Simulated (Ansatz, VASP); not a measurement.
**Two plane-wave programs on P**

```xyz
2
Lattice="2.4247 0.0000 0.0000 0.0000 2.4385 0.0000 -0.0203 0.0000 4.8524" Properties=species:S:1:pos:R:3 pbc="T T T"
P     2.4196    0.0000    1.2159
P    -0.0152    0.0000    3.6365
```

Alike in both runs: task single point; functional PBE; k mesh 10 × 10 × 6; occupations gaussian, width 0.1 eV; no spin polarisation.

|  | VASP | Ansatz |
| --- | --- | --- |
| version | VASP 6.6.1 | Ansatz 0.2.0 |
| potentials or method | VASP PAW PBE potentials, release 64 (P), cutoff 520 eV | scalar-relativistic, plane waves, PAW |
| valence electrons in the cell | 10 | 10 |

```tsv
	VASP	Ansatz	Ansatz less VASP
gap on the k mesh at the Fermi level (eV)	none	none	-
pressure (GPa)	1.5	1.8	+0.30
traceless stress, the component that is largest in VASP (GPa)	2.38	2.38	-0.004
rms of the force components (eV/Å)	0.008	0.008	-0.0009
```

Atom by atom the forces differ by 0.001 eV/Å (rms over components). A gap of «none» marks a metal or a gap that the smearing closes.
